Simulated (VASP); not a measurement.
Input of a VASP 6.6.1 run:

File INCAR:

```
ALGO = Normal
EDIFF = 1E-6
ENCUT = 520
GGA = PE
ISIF = 2
ISMEAR = 1
LASPH = T
LCHARG = T
LELF = T
LREAL = F
LVHAR = T
LWAVE = F
NBANDS = 21
NELM = 100
PREC = Accurate
SIGMA = 0.005
```

The input KPOINTS:

```
k-points
0
Gamma
  6 6 6
```

File POSCAR:

```
Sn
1.0
    0.0000000000      3.2333428000      3.2333428000
    3.2333428000      0.0000000000      3.2333428000
    3.2333428000      3.2333428000      0.0000000000
Sn
2
Direct
    0.7500000000      0.7500000000      0.7500000000
    0.5000000000      0.5000000000      0.5000000000
```

Potentials or basis: VASP PAW PBE potentials, release 64 (Sn_d).

Command:

```bash
$ cat potpaw_PBE.64/Sn_d/POTCAR > POTCAR
$ mpirun -np 1 vasp_std > vasp.out
```

Q: What does it give for the pressure?

A: 3.8 GPa.

Q: What does it give for the band gap on the k mesh?

A: Zero (band 14 reaches 5.85 eV, above the bottom of band 15 at 5.77 eV).

Caveat: spin-orbit coupling is left out, which moves the levels of the heavy elements.
